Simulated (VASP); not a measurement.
Here is a VASP 6.6.1 calculation.

File INCAR:

```
PREC     = Accurate       # precision mode
ENCUT    = 520            # plane-wave cutoff, eV
EDIFF    = 1E-7           # SCF threshold, eV
ISMEAR   = -1             # smearing method
SIGMA    = 0.15           # smearing width, eV
LREAL    = F              # projectors in reciprocal space
LASPH    = T              # aspherical terms in the spheres
NELM     = 100            # most SCF steps
ALGO     = Normal         # electronic algorithm
ISIF     = 2              # what is computed and relaxed
LWAVE    = F              # write WAVECAR
LCHARG   = F              # write CHGCAR
GGA      = PE             # functional
IVDW     = 12             # dispersion correction
NBANDS   = 44             # bands
```

Contents of KPOINTS:

```
Automatic mesh
0
Gamma
  9 9 8
```

The input POSCAR:

```
CoSn
1.0
    5.2324041475      0.0000000000      0.0000000000
   -2.6162020737      4.5313949146      0.0000000000
    0.0000000000      0.0000000000      4.2104144225
Co Sn
3 3
Direct
    0.0000000000      0.5000000000      0.0000000000
    0.5000000000      0.5000000000      0.0000000000
    0.5000000000      0.0000000000      0.0000000000
    0.6666666667      0.3333333333      0.5000000000
    0.3333333333      0.6666666667      0.5000000000
    0.0000000000      0.0000000000      0.0000000000
```

Potentials or basis: VASP PAW PBE potentials, release 64 (Co, Sn_d).

Launch:

```console
$ cat potpaw_PBE.64/Co/POTCAR potpaw_PBE.64/Sn_d/POTCAR > POTCAR
$ mpirun -np 1 vasp_std > vasp.out
```

Q: Predict the pressure.

A: -0.1 GPa.

Q: What does it give for the dispersion energy per atom?

A: -0.433 eV.

Stress tensor (GPa, compression positive):
```
-0.04  0.00  0.00
 0.00 -0.04  0.00
 0.00  0.00 -0.15
```

Caveat: spin-orbit coupling is left out, which moves the levels of the heavy elements; pairwise dispersion overbinds metals, which lowers pressure and volume. Spin polarisation is off, so any magnetic state and its effect on volume and gap are missing.
